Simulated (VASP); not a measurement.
Input of a VASP 6.6.1 run:

INCAR

```
SYSTEM = FeO
ALGO = Normal ; EDIFF = 1E-6
ENCUT = 520 ; GGA = CA
ISIF = 2 ; ISMEAR = -1
ISPIN = 2 ; LASPH = .True.
LCHARG = .False. ; LMAXMIX = 4
LORBIT = 11 ; LREAL = .False.
LWAVE = .False. ; MAGMOM = 3 0
NBANDS = 18 ; NELM = 150
PREC = Accurate ; SIGMA = 0.05
```

KPOINTS

```
k-points
0
Gamma
  12 12 12
  0 0 0
```

Contents of POSCAR:

```
FeO
1.0
   -1.6021034130      1.6021034130      2.0833922500
    1.6021034130     -1.6021034130      2.0833922500
    1.6021034130      1.6021034130     -2.0833922500
Fe O
1 1
Direct
    0.0000000000      0.0000000000      0.0000000000
    0.5000000000      0.5000000000      0.0000000000
```

Potentials or basis: VASP PAW LDA potentials, release 64 (Fe, O).

Launch:

```sh
$ cat potpaw_LDA.64/Fe/POTCAR potpaw_LDA.64/O/POTCAR > POTCAR
$ mpirun -np 1 vasp_std > vasp.out
```

Q: Predict the net moment.

A: 3.99 μB per cell.

Q: Estimate the site moments.

A: Fe +3.57; O +0.31 μB.

Q: What does it give for the pressure?

A: -22.4 GPa.

Q: Estimate the band gap on the k mesh.

A: Zero (filled and empty bands overlap).

Stress tensor (GPa, compression positive):
```
-22.90   0.00   0.00
  0.00 -22.90   0.00
  0.00   0.00 -21.34
```

Caveat: the cell stands under tension; a cell with one magnetic atom can't hold antiferromagnetic order, which such compounds often take; semilocal functionals often make such compounds metallic where correlation or magnetic order opens a gap, which also shifts bond lengths. With open d or f shells a metallic result of LDA can be an artefact of self-interaction; +U or a hybrid may open a gap.
